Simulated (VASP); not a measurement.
Set up this calculation in VASP 6.6.1, as the native input.

- Task: single point
- Functional: LDA
- Potentials or basis: VASP PAW LDA potentials, release 64 (Cu)
- Cutoff: 520 eV
- k mesh: 19 × 19 × 5
- Occupations: fermi-dirac, width 0.1 eV
- Spin: no spin polarisation
- Dipole correction: no
- Further INCAR settings: ALGO = Normal; EDIFF = 1e-06; NBANDS = 30

The structure of Cu lies in POSCAR:

```
Cu
1.0
    2.4544906749      0.0000000000      0.0000000000
   -1.2272453375      2.1256512778      0.0000000000
    0.0000000000      0.0000000000      8.0194406419
Cu
4
Direct
    0.0000000000      1.0000000000      1.0000000000
    1.0000000000      1.0000000000      0.5000000000
    0.3333333333      0.6666666667      0.2500000000
    0.6666666667      0.3333333333      0.7500000000
```

This isn't the form of Cu at room conditions, which is fcc.

The input as run:

INCAR

```
ALGO = Normal
EDIFF = 1E-6
ENCUT = 520
GGA = CA
ISIF = 2
ISMEAR = -1
LASPH = True
LCHARG = True
LELF = True
LREAL = False
LVHAR = True
LWAVE = False
NBANDS = 30
NELM = 100
PREC = Accurate
SIGMA = 0.1
```

KPOINTS

```
k-points
0
Gamma
  19 19 5
```

Potentials or basis: VASP PAW LDA potentials, release 64 (Cu).

Launch:

```console
$ cat potpaw_LDA.64/Cu/POTCAR > POTCAR
$ mpirun -np 1 vasp_std > vasp.out
```

It gave:

The pressure is 9.7 GPa and the band gap on the k mesh is zero (bands 22 and 23 overlap by 5.72 eV).

Caveat: the cell stands under pressure.

It took 77 s on 1 thread of AMD EPYC 9R45 96-Core Processor (Zen 5) (shared host), peak memory 0.18 GiB.
